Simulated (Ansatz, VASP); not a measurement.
# Two plane-wave programs on MgO

INCAR

```
SYSTEM = MgO
  PREC = Accurate
  ENCUT = 520
  EDIFF = 1E-6
  ISMEAR = 0
  SIGMA = 0.05
  LREAL = .FALSE.
  LASPH = .TRUE.
  NELM = 100
  ALGO = Normal
  ISIF = 2
  LWAVE = .FALSE.
  LCHARG = .FALSE.
  GGA = PS
  NBANDS = 11
```

File KPOINTS:

```
regular mesh
0
G
  10 10 10
  0 0 0
```

File POSCAR:

```
MgO
1.0
    0.0000000000      2.1351500000      2.1351500000
    2.1351500000      0.0000000000      2.1351500000
    2.1351500000      2.1351500000      0.0000000000
Mg O
1 1
Direct
    0.0731798703     -0.0731798703      0.0731798703
    0.5000000000      0.5000000000      0.5000000000
```

Input for Ansatz:

```yaml
crystal:
  lattice:
    - [0.0, 2.13515, 2.13515]
    - [2.13515, 0.0, 2.13515]
    - [2.13515, 2.13515, 0.0]
  atoms:
    - { symbol: Mg, position: [0.0731798703, -0.0731798703, 0.0731798703] }
    - { symbol: O, position: [0.5, 0.5, 0.5] }
basis:
  ecutwfc: 420
kpoints:
  mp_grid: { grid: [10, 10, 10] }
hamiltonian:
  xc: pbesol
scf:
  occupations: { method: gaussian, width: 0.05 }
output:
  forces: true
  stress: true
  eigenvalues: true
```

Change from the starting cell: all Mg atoms moved +0.312 Å, as atom 1 along Cartesian [0 1 0].

Alike in both runs: task single point; functional PBEsol; k mesh 10 × 10 × 10; occupations gaussian, width 0.05 eV; no spin polarisation.

|  | VASP | Ansatz |
| --- | --- | --- |
| version | VASP 6.6.1 | Ansatz 0.2.0 |
| potentials or method | VASP PAW PBE potentials, release 64 (Mg, O), cutoff 520 eV | scalar-relativistic, plane waves, PAW |
| valence electrons in the cell | 8 | 16 |

|  | VASP | Ansatz | Ansatz less VASP |
| --- | --- | --- | --- |
| gap on the k mesh at the Fermi level (eV) | 4.24 | 4.23 | -0.003 |
| least direct gap on the mesh (eV) | 4.24 | 4.23 | -0.003 |
| pressure (GPa) | 3.3 | 3.6 | +0.28 |
| traceless stress, the component that is largest in VASP (GPa) | 22.11 | 21.70 | -0.414 |
| rms of the force components (eV/Å) | 1.460 | 1.436 | -0.0245 |

VASP's potentials were made for PBE, not for PBEsol. Atom by atom the forces differ by 0.024 eV/Å (rms over components). VASP's potentials hold 8 valence electrons a cell and Ansatz's 16, so a difference there can come from the potentials and not from the codes.
